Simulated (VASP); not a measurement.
Input of a VASP 6.6.1 run:

Contents of INCAR:

```
SYSTEM = Zr
  ALGO = Normal
  EDIFF = 1E-7
  EDIFFG = -0.01
  ENCUT = 600
  GGA = CA
  IBRION = 2
  ISIF = 3
  ISMEAR = -1
  LASPH = .True.
  LCHARG = .False.
  LREAL = .False.
  LWAVE = .False.
  NELM = 60
  NSW = 80
  PREC = Accurate
  SIGMA = 0.1
```

The input KPOINTS:

```
k-points
0
Gamma
  9 9 9
  0 0 0
```

POSCAR

```
Zr
1.0
    0.0000000000      3.1558057739      3.1558057739
    3.1558057739      0.0000000000      3.1558057739
    3.1558057739      3.1558057739      0.0000000000
Zr
2
Direct
    0.1250000000      0.1250000000      0.1250000000
    0.8750000000      0.8750000000      0.8750000000
```

Potentials or basis: VASP PAW LDA potentials, release 64 (Zr_sv).

Command:

```console
$ cat potpaw_LDA.64/Zr_sv/POTCAR > POTCAR
$ mpirun -np 1 vasp_std > vasp.out
```

Q: What does it give for the relaxed cell?

A: a = 4.285 Å, b = 4.285 Å, c = 4.285 Å, α = 60.00°, β = 60.00°, γ = 60.00°.

Q: Estimate the relaxed volume.

A: 27.82 Å³/atom.

Final structure:
```cif
data_structure
_symmetry_space_group_name_H-M 'P 1'
_symmetry_Int_Tables_number 1
_cell_length_a 4.2854
_cell_length_b 4.2854
_cell_length_c 4.2854
_cell_angle_alpha 60.000
_cell_angle_beta 60.000
_cell_angle_gamma 60.000
_cell_volume 55.65
loop_
_atom_site_label
_atom_site_type_symbol
_atom_site_fract_x
_atom_site_fract_y
_atom_site_fract_z
_atom_site_occupancy
Zr1 Zr 0.12500 0.12500 0.12500 1
Zr2 Zr 0.87500 0.87500 0.87500 1
```
